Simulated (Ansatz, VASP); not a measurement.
**Two plane-wave programs on AgI**

```
Ag I
1.0
     4.65087    0.00000    0.00000
    -2.32544    4.02777    0.00000
     0.00000    0.00000    7.59930
Ag I
2 2
Direct
  0.33333 0.66667 0.00000
  0.66667 0.33333 0.50000
  0.33333 0.66667 0.37500
  0.66667 0.33333 0.87500
```

Alike in both runs: task single point; functional PBEsol; k mesh 8 × 8 × 1; no spin polarisation.

|  | VASP | Ansatz |
| --- | --- | --- |
| version | VASP 6.6.1 | Ansatz 0.2.0 |
| potentials or method | VASP PAW PBE potentials, release 64 (Ag, I) | plane waves |
| plane-wave cutoff (eV) | 500 | 420 |
| occupations | gaussian, width 0.01 eV | fixed |
| valence electrons in the cell | 36 | 72 |

|  | VASP | Ansatz | Ansatz less VASP |
| --- | --- | --- | --- |
| gap on the k mesh at the Fermi level (eV) | 1.24 | 1.24 | -0.003 |
| pressure (GPa) | -2.0 | -2.0 | +0.02 |
| traceless stress, the component that is largest in VASP (GPa) | -1.57 | -1.56 | +0.002 |
| rms of the force components (eV/Å) | 0.087 | 0.087 | -0.0001 |

VASP's potentials were made for PBE, not for PBEsol. Atom by atom the forces differ by 0.000 eV/Å (rms over components). VASP's potentials hold 36 valence electrons a cell and Ansatz's 72, so a difference there can come from the potentials and not from the codes.

The k mesh is coarse, so the values compare programs but aren't converged. Spin-orbit coupling is off throughout.
